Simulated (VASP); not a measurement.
Ba2H3, 5 atoms in the cell. Symmetry: P6/mmm, No. 191, hexagonal system. Conventional cell: a = 7.121 Å, b = 7.121 Å, c = 4.772 Å, α = 90.00°, β = 90.00°, γ = 120.00°. Within 3.2 Å of Ba (site symmetry -6m2) lie 2 H at 2.39 Å. H (site symmetry -6m2) has 2 Ba at 2.39 Å within 3.2 Å. H (site symmetry 6/mmm) has 8 H at 4.11 to 4.77 Å and 12 Ba at 4.75 Å within 5.4 Å. The cell was built from a structure type or drawn by symmetry, and may not be a known phase.

```yaml
Program: VASP 6.6.1
Task: relaxation of cell and atoms
Functional: PBE
Potentials_or_basis: VASP PAW PBE potentials, release 64 (Ba_sv, H_h)
Cutoff: 910 eV
k_mesh: 6 × 6 × 8
Occupations: gaussian, width 0.1 eV
Spin: no spin polarisation
Dipole_correction: no
Further_INCAR_settings: ALGO = Normal; EDIFF = 1e-07; IBRION = 2; EDIFFG = -0.01; NSW = 100; ISIF = 3
```

Potentials or basis: VASP PAW PBE potentials, release 64 (Ba_sv, H_h).

The run is started by

```bash
$ cat potpaw_PBE.64/Ba_sv/POTCAR potpaw_PBE.64/H_h/POTCAR > POTCAR
$ mpirun -np 1 vasp_std > vasp.out
```

Hardware: 1 thread of AMD EPYC 9R45 96-Core Processor (Zen 5), on a shared host.

Estimate the wall time of this run.

It took 12 min on 1 thread of AMD EPYC 9R45 96-Core Processor (Zen 5), on a shared host, peak memory 0.69 GiB. Counts: scf iterations 77, k points 35, ion steps 7.
